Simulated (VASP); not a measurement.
Runs of VASP 6.6.1 on ZnSe. The structure is that of space group I-4m2 (No. 119), or close to it. The cells are those of the table. 

| cell | gap on the mesh (eV) | pressure (GPa) |
| --- | --- | --- |
| a = 4.143, b = 4.143, c = 5.498 Å, 4 atoms | 0.88 | (b) |
| a = 4.222, b = 4.222, c = 5.430 Å, 4 atoms | 0.72 | (a) |
| a = 3.924, b = 3.924, c = 5.971 Å, 4 atoms | 1.01 | -1.6 |
| a = 4.222, b = 4.222, c = 5.207 Å, 4 atoms | 0.79 | -2.4 |

Alike in all rows: task single point; level PBEsol; potentials or basis VASP PAW PBE potentials, release 64 (Zn, Se); no spin polarisation; k mesh 8 × 8 × 6; cutoff (eV) 520; smearing gaussian 0.02 eV.

Q: Fill in the values left out.

A: (a) -4.3; (b) -2.9.

Caveats: the PAW data sets were made with another functional, which shifts forces and pressure a little; the cell stands under tension (at least some runs).

A k mesh can miss the band edges, and the runs leave out spin-orbit coupling on Se.
